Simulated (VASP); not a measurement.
# CoH4 (P-1) in VASP: single point with PBE

Aim: the single point of CoH4 with PBE.

Everything below comes from runs of VASP 6.6.1. Logs are shortened: lines on timing, memory, paths and dates and some standing lists are left out, and cuts for length are marked.

## 1. The cell of the first run

The typed cell holds 10 atoms: a = 2.551 Å, b = 2.551 Å, c = 10.730 Å, α = 88.28°, β = 88.21°, γ = 90.00°.

## 2. Single point, PBE

File INCAR:

```
SYSTEM = CoH4
PREC = Accurate
ENCUT = 520
EDIFF = 1E-7
ISMEAR = 0
SIGMA = 0.1
LREAL = .FALSE.
LASPH = .TRUE.
NELM = 100
ALGO = Normal
ISIF = 2
LWAVE = .FALSE.
LCHARG = .FALSE.
GGA = PE
NBANDS = 24
```

File KPOINTS:

```
Automatic mesh
0
G
  14 14 4
  0 0 0
```

File POSCAR:

```
CoH4
1.0
    2.5511680249     -0.0012451617     -0.0070717840
    0.0012147954      2.5511699573     -0.0064649151
    0.3649457717      0.3492152195     10.7185110555
Co H
2 8
Direct
    0.7498368433      0.7618402973      0.7501706613
    0.2501631567      0.2381597027      0.2498293387
    0.7374676980      0.2499754151      0.8441515460
    0.7378235996      0.2262578727      0.3438091923
    0.7625032884      0.2500482297      0.1558488538
    0.7622060228      0.2737101862      0.6561912174
    0.2625323020      0.7500245849      0.1558484540
    0.2621764004      0.7737421273      0.6561908077
    0.2374967116      0.7499517703      0.8441511462
    0.2377939772      0.7262898138      0.3438087826
```

Potentials or basis: VASP PAW PBE potentials, release 64 (Co, H).

Run with:

```console
$ cat potpaw_PBE.64/Co/POTCAR potpaw_PBE.64/H/POTCAR > POTCAR
$ mpirun -np 1 vasp_std > vasp.out
```

OUTCAR:

```text
SYSTEM = CoH4
   PREC = Accurate
   ENCUT = 520
   EDIFF = 1E-7
   ISMEAR = 0
   LREAL = .FALSE.
   LASPH = .TRUE.
   NELM = 100
   ISIF = 2
   GGA = PE

 ion  position               nearest neighbor table
   1  0.750  0.762  0.750-   8 1.63   3 1.63   6 1.63   6 1.63   9 1.63   8 1.63   9 1.63   3 1.63

   2  0.250  0.238  0.250-   4 1.63   7 1.63  10 1.63  10 1.63   5 1.63   4 1.63   5 1.63   7 1.63

   3  0.737  0.250  0.844-   1 1.63   1 1.63
   4  0.738  0.226  0.344-   2 1.63   2 1.63
   5  0.763  0.250  0.156-   2 1.63   2 1.63
   6  0.762  0.274  0.656-   1 1.63   1 1.63
   7  0.263  0.750  0.156-   2 1.63   2 1.63
   8  0.262  0.774  0.656-   1 1.63   1 1.63
   9  0.237  0.750  0.844-   1 1.63   1 1.63
  10  0.238  0.726  0.344-   2 1.63   2 1.63

  LATTYP: Found a triclinic cell.
 ALAT       =     2.5511781302
 B/A-ratio  =     1.4142170975
 C/A-ratio  =     5.1692804700
 COS(alpha) =     0.0006881951
 COS(beta)  =     0.4123062466
 COS(gamma) =     0.7071084634

  Lattice vectors:

 A1 = (  -2.5511680249,   0.0012451617,   0.0070717840)
 A2 = (  -2.5499532295,   2.5524151190,   0.0006068689)
 A3 = (  -5.4697114123,  -5.4490648107, -10.6914376573)

Analysis of symmetry for initial positions (statically):
=====================================================================
 Subroutine PRICEL returns:
 Original cell was already a primitive cell.

 Routine SETGRP: Setting up the symmetry group for a
 triclinic supercell.

 Subroutine GETGRP returns: Found  2 space group operations
 (whereof  2 operations were pure point group operations)
 out of a pool of  2 trial point group operations.

The static configuration has the point symmetry S_2 .

Analysis of symmetry for dynamics (positions and initial velocities):
=====================================================================
 Subroutine PRICEL returns:
 Original cell was already a primitive cell.

 Routine SETGRP: Setting up the symmetry group for a
 triclinic supercell.

 Subroutine GETGRP returns: Found  2 space group operations
 (whereof  2 operations were pure point group operations)
 out of a pool of  2 trial point group operations.

The dynamic configuration has the point symmetry S_2 .

 Subroutine INISYM returns: Found  2 space group operations
 (whereof  2 operations are pure point group operations),
 and found     1 'primitive' translations

----------------------------------------------------------------------------------------

                                     Primitive cell

  volume of cell :      69.7734

  direct lattice vectors                    reciprocal lattice vectors
     2.551168025 -0.001245162 -0.007071784     0.391940239 -0.000220430 -0.013337669
     0.001214795  2.551169957 -0.006464915     0.000155886  0.391944573 -0.012775086
     0.364945772  0.349215220 10.718511056     0.000258686  0.000236258  0.093280035

  length of vectors
     2.551178130  2.551178438 10.730406140     0.392167174  0.392152745  0.093280693

  position of ions in fractional coordinates (direct lattice)
     0.749836843  0.761840297  0.750170661
     0.250163157  0.238159703  0.249829339
     0.737467698  0.249975415  0.844151546
     0.737823600  0.226257873  0.343809192
     0.762503288  0.250048230  0.155848854
     0.762206023  0.273710186  0.656191217
     0.262532302  0.750024585  0.155848454
     0.262176400  0.773742127  0.656190808
     0.237496712  0.749951770  0.844151146
     0.237793977  0.726289814  0.343808783

  ion indices of the primitive-cell ions
   primitive index   ion index
                 1           1
                 2           2
                 3           3
                 4           4
                 5           5
                 6           6
                 7           7
                 8           8
                 9           9
                10          10

----------------------------------------------------------------------------------------

 KPOINTS: Automatic mesh

Automatic generation of k-mesh.
 Grid dimensions read from file:
 generate k-points for:   14   14    4

 Generating k-lattice:

  Cartesian coordinates                     Fractional coordinates (reciprocal lattice)
     0.027995731 -0.000015745 -0.000952691     0.071428571  0.000000000 -0.000000000
     0.000011135  0.027996041 -0.000912506     0.000000000  0.071428571  0.000000000
     0.000064671  0.000059064  0.023320009    -0.000000000  0.000000000  0.250000000

  Length of vectors
     0.028011941  0.028010910  0.023320173

  Shift w.r.t. Gamma in fractional coordinates (k-lattice)
     0.000000000  0.000000000  0.000000000

 Subroutine IBZKPT returns following result:
 ===========================================

 Found    396 irreducible k-points:

 Following reciprocal coordinates:
            Coordinates               Weight
  0.000000  0.000000  0.000000      1.000000
  0.071429  0.000000  0.000000      2.000000
  0.142857 -0.000000  0.000000      2.000000
  0.214286 -0.000000  0.000000      2.000000
  0.285714  0.000000  0.000000      2.000000
  0.357143 -0.000000  0.000000      2.000000
[... 16 lines left out ...]
  0.000000  0.142857 -0.000000      2.000000
  0.071429  0.142857 -0.000000      2.000000
 [... further k-points ...]
   k-points           NKPTS =    396   k-points in BZ     NKDIM =    396   number of bands    NBANDS=     24
   number of dos      NEDOS =    301   number of ions     NIONS =     10
   total plane-waves  NPLWV =  32000
   dimension x,y,z NGX =    20 NGY =   20 NGZ =   80
   dimension x,y,z NGXF=    40 NGYF=   40 NGZF=  160
   ions per type =               2   8
   NGX,Y,Z   is equivalent  to a cutoff of  13.03, 13.03, 12.39 a.u.
   NGXF,Y,Z  is equivalent  to a cutoff of  26.07, 26.07, 24.79 a.u.
 SYSTEM =  CoH4
   PREC   = accura    normal or accurate (medium, high low for compatibility)
   ISTART =      0    job   : 0-new  1-cont  2-samecut
   ICHARG =      2    charge: 1-file 2-atom 10-const
   ISPIN  =      1    spin polarized calculation?
   LNONCOLLINEAR =      F non collinear calculations
   LSORBIT =      F    spin-orbit coupling
   LASPH  =      T    aspherical Exc in radial PAW
   ENCUT  =  520.0 eV  38.22 Ry    6.18 a.u.   4.74  4.74 19.95*2*pi/ulx,y,z
   NELM   =    100;   NELMIN=  2; NELMDL= -5     # of ELM steps
   EDIFF  = 0.1E-06   stopping-criterion for ELM
   LREAL  =      F    real-space projection
   EDIFFG = 0.1E-05   stopping-criterion for IOM
   NSW    =      0    number of steps for IOM
   IBRION =     -1    ionic relax: 0-MD 1-quasi-New 2-CG
   NFREE  =      0    steps in history (QN), initial steepest desc. (CG)
   ISIF   =      2    stress and relaxation
   ISYM   =      2    0-nonsym 1-usesym 2-fastsym
   POTIM  = 0.5000    time-step for ionic-motion
   TEBEG  =    0.0;   TEEND  =   0.0 temperature during run
   PSTRESS=    0.0 pullay stress
   NELECT =      26.0000    total number of electrons
   NUPDOWN=      -1.0000    fix difference up-down
   EMIN   =  10.00;   EMAX   =-10.00  energy-range for DOS
   EFERMI =   0.00;   METHOD = LEGACY
   ISMEAR =     0;   SIGMA  =   0.10  broadening in eV -4-tet -1-fermi 0-gaus
   EFERMI_NEDOS =   21; number of points for ismear=-14 and -15
   IALGO  =     38    algorithm
   IMIX   =      4    mixing-type and parameters
     AMIX     =   0.40;   BMIX     =  1.00
     AMIX_MAG =   1.60;   BMIX_MAG =  1.00
  volume/ion in A,a.u.               =       6.98        47.09
  Fermi-wavevector in a.u.,A,eV,Ry     =   1.178065  2.226220 18.882677  1.387838
  Thomas-Fermi vector in A             =   2.314401
   LORBIT       =      0    0 simple, 1 ext, 2 COOP (PROOUT), +10 PAW based schemes
   GGA     = PE    functional components
   LHFCALC =     F    Hartree Fock is set to
   AEXX    =    0.0000 exact exchange contribution
   IVDW    =     0    specifies the selected vdW correction
   LEPSILON=     F    determine dielectric tensor
   LRPA    =     F    only Hartree local field effects (RPA)
 non-spin polarized calculation
 Gauss-broadening in eV      SIGMA  =   0.10
  energy-cutoff  :      520.00
  volume of cell :       69.77
 maximum number of plane-waves:      1897
   NGX =  9   NGY =  9   NGZ = 39

 number of electron      25.9999988 magnetization

 Free energy of the ion-electron system (eV)
  ---------------------------------------------------
  ext. energy  EPLUGINS =         0.00000000
  ---------------------------------------------------
  free energy    TOTEN  =       -39.51160645 eV

  energy without entropy =      -39.50647342  energy(sigma->0) =      -39.50903994

 E-fermi :   1.6476     XC(G=0):  -9.0224

 val. band max:        1.6250593890   @ k =   0.2143   0.2143   0.5000
 cond. band min:       1.6479498435   @ k =  -0.2143   0.2143   0.5000
 fundamental gap:      0.0228904545
 Fermi energy:         1.6476116677

 k-point     1 :       0.0000    0.0000    0.0000
  band No.  band energies     occupation
      1      -8.9489      2.00000
      2      -8.8251      2.00000
      3      -5.3419      2.00000
      4      -4.9373      2.00000
      5      -2.9778      2.00000
      6      -2.9759      2.00000
[... 16 lines left out ...]
     23      16.7520      0.00000
     24      16.7526      0.00000

 k-point     2 :       0.0714    0.0000    0.0000
  band No.  band energies     occupation
      1      -8.8318      2.00000
      2      -8.7079      2.00000
      3      -5.2841      2.00000
      4      -4.8901      2.00000
      5      -2.9475      2.00000
      6      -2.9454      2.00000
[... 16 lines left out ...]
     23      16.6402      0.00000
     24      16.6585      0.00000
[... 565 lines left out ...]
     23      16.5840      0.00000
     24      16.7047      0.00000

 k-point    24 :       0.0714    0.1429   -0.0000
  band No.  band energies     occupation
      1      -8.3684      2.00000
      2      -8.2446      2.00000
      3      -5.0620      2.00000
      4      -4.7097      2.00000
      5      -2.8306      2.00000
      6      -2.8274      2.00000
[... 16 lines left out ...]
     23      15.2439      0.00000
     24      16.7547      0.00000

 [... further k-points ...]

------------------------ aborting loop because EDIFF is reached ----------------------------------------

  FORCE on cell =-STRESS in cart. coord.  units (eV):
  Direction    XX          YY          ZZ          XY          YZ          ZX
  --------------------------------------------------------------------------------------
  -------------------------------------------------------------------------------------
  Total       -0.2065071     -0.2075090     -0.1100262     -0.0000508     -0.0011154     -0.0007994
  in kB       -4.7419355     -4.7649415     -2.5264853     -0.0011655     -0.0256133     -0.0183565
  external PRESSURE =      -4.0111208 kB  Pullay stress =       0.0000000 kB

 VOLUME and BASIS-vectors are now :
 -----------------------------------------------------------------------------
  energy-cutoff  :      520.00
  volume of cell :       69.77
      direct lattice vectors                 reciprocal lattice vectors
     2.551168025 -0.001245162 -0.007071784     0.391940239 -0.000220430 -0.013337669
     0.001214795  2.551169957 -0.006464915     0.000155886  0.391944573 -0.012775086
     0.364945772  0.349215220 10.718511056     0.000258686  0.000236258  0.093280035

 POSITION                                       TOTAL-FORCE (eV/Angst)
 -----------------------------------------------------------------------------------
      2.18766      2.20462      8.03048        -0.000011     -0.000079      0.000038
      0.72967      0.69452      2.67449         0.000011      0.000079     -0.000038
      2.18978      0.93160      9.04122         0.000023     -0.000019     -0.000477
      2.00806      0.69637      3.67844         0.000013      0.000019     -0.000447
      2.00245      0.69139      1.66346        -0.000015      0.000006      0.000473
      2.18432      0.92648      7.02623        -0.000025     -0.000002      0.000447
      0.72755      1.96754      1.66376        -0.000023      0.000019      0.000477
      0.90927      2.20277      7.02653        -0.000013     -0.000019      0.000447
      0.91487      2.20775      9.04152         0.000015     -0.000006     -0.000473
      0.73301      1.97266      3.67874         0.000025      0.000002     -0.000447
 -----------------------------------------------------------------------------------
    total drift:                               -0.000000      0.000000      0.000000

  FREE ENERGIE OF THE ION-ELECTRON SYSTEM (eV)
  ---------------------------------------------------
  free  energy   TOTEN  =       -39.5116064492 eV

  energy  without entropy=      -39.5064734238  energy(sigma->0) =      -39.50903994
```

Run time: 15 min. Hardware: 1 thread of Intel Xeon 8259CL, shared host; peak memory 0.6 GiB.

What came out:

* Free energy: -39.5116 eV
* Pressure: -0.4 GPa
* Band gap on the k mesh: zero (bands 13 and 14 overlap by 2.61 eV)

Levels at points of the mesh, in eV from the Fermi level:
```tsv
k point	band 11	band 12	band 13	band 14	band 15	band 16
(0.00, 0.00, 0.00)	-1.09	-1.09	-0.39	-0.39	3.87	6.04
(0.50, 0.00, 0.00)	-1.21	-1.21	-0.93	-0.93	1.08	1.08
(0.00, 0.50, 0.00)	-1.21	-1.21	-0.93	-0.93	1.07	1.08
(0.50, 0.50, 0.00)	-1.02	-1.01	-0.06	-0.06	5.34	5.36
(0.00, 0.00, 0.50)	-1.09	-1.09	-0.39	-0.39	4.64	4.64
(0.50, 0.00, 0.50)	-1.21	-1.21	-0.93	-0.93	1.07	1.08
(0.00, 0.50, 0.50)	-1.21	-1.21	-0.93	-0.93	1.07	1.08
(0.50, 0.50, 0.50)	-1.02	-1.02	-0.06	-0.06	5.50	5.51
```

Caveat: the run has no spin polarisation, though such a crystal can be magnetic. Spin polarisation is off, so any magnetic state and its effect on volume and gap are missing.

The gap in the log of VASP goes by the Fermi energy; the results here count the filled bands.